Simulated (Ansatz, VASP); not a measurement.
# Two plane-wave programs on ZnAu

```
CELL_PARAMETERS angstrom
3.09539 0.00000 0.00000
0.00000 3.09539 0.00000
0.00000 0.00000 3.09539
ATOMIC_POSITIONS crystal
Zn 0.50000 0.50000 0.50000
Au 0.00000 0.00000 0.00000
```

Alike in both runs: functional LDA; k mesh 14 × 14 × 14; occupations gaussian, width 0.1 eV; no spin polarisation.

Ansatz relaxed the structure, and its values are those at the end. VASP's run is a single point on that final structure, the one shown.

```csv
,VASP,Ansatz
version,VASP 6.6.1,Ansatz 0.2.0
potentials or method,"VASP PAW LDA potentials, release 64 (Zn, Au), cutoff 520 eV","scalar-relativistic, plane waves, PAW"
valence electrons in the cell,23,31
```

Ansatz gave:

```
gap on the k mesh at the Fermi level (eV) : none
pressure (GPa)                            : 0.0
```

Question: What did VASP give for the same quantities?

Answer: gap on the k mesh at the Fermi level (eV): none; pressure (GPa): 0.7.

LDA's correlation is that of Perdew and Zunger in VASP and of Perdew and Wang (1992) in Ansatz. A gap of «none» marks a metal or a gap that the smearing closes. VASP's potentials hold 23 valence electrons a cell and Ansatz's 31, so a difference there can come from the potentials and not from the codes.

Neither program's run includes spin-orbit coupling.
